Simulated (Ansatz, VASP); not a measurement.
# Two plane-wave programs on Al

INCAR

```
PREC = Accurate ; ENCUT = 520
EDIFF = 1E-6 ; ISMEAR = 0
SIGMA = 0.15 ; LREAL = False
LASPH = True ; NELM = 100
ALGO = Fast ; ISIF = 2
LWAVE = False ; LCHARG = False
GGA = PE ; IVDW = 12
NBANDS = 14
```

Contents of KPOINTS:

```
regular mesh
0
Gamma
  18 18 4
```

The input POSCAR:

```
Al
1.0
    2.7750000000      0.0000000000      0.0000000000
   -1.3875000000      2.4032204955      0.0000000000
    0.0000000000      0.0000000000     10.4387000000
Al
4
Direct
    0.0000000000      0.0000000000      0.0000000000
    0.3333333333      0.6666666667      0.2500000000
    0.0000000000      0.0000000000      0.5000000000
    0.6666666667      0.3333333333      0.7500000000
```

Input for Ansatz:

```yaml
crystal:
  lattice:
    - [2.775, 0.0, 0.0]
    - [-1.3875, 2.4032204955, 0.0]
    - [0.0, 0.0, 10.4387]
  atoms:
    - { symbol: Al, position: [0.0, 0.0, 0.0] }
    - { symbol: Al, position: [0.3333333333, 0.6666666667, 0.25] }
    - { symbol: Al, position: [0.0, 0.0, 0.5] }
    - { symbol: Al, position: [0.6666666667, 0.3333333333, 0.75] }
basis:
  ecutwfc: 420
kpoints:
  mp_grid: { grid: [18, 18, 4] }
hamiltonian:
  xc: pbe
  pseudopotentials: { kind: paw, azcp: { folder: soft_1 } }
  dispersion: d3bj
scf:
  occupations: { method: gaussian, width: 0.15 }
output:
  forces: true
  stress: true
  eigenvalues: true
  write_density: true
  write_potential: true
  elf: true
  volumetric_format: npy
```

Alike in both runs: task single point; functional PBE; dispersion D3(BJ); k mesh 18 × 18 × 4; occupations gaussian, width 0.15 eV; no spin polarisation.

|  | VASP | Ansatz |
| --- | --- | --- |
| version | VASP 6.6.1 | Ansatz 0.2.0 |
| potentials or method | VASP PAW PBE potentials, release 64 (Al), cutoff 520 eV | scalar-relativistic, plane waves, PAW |
| valence electrons in the cell | 12 | 12 |

```csv
,VASP,Ansatz,Ansatz less VASP
gap on the k mesh at the Fermi level (eV),none,none,-
pressure (GPa),-4.7,-4.7,+0.01
"traceless stress, the component that is largest in VASP (GPa)",-5.04,-5.04,-0.002
```

A gap of «none» marks a metal or a gap that the smearing closes.
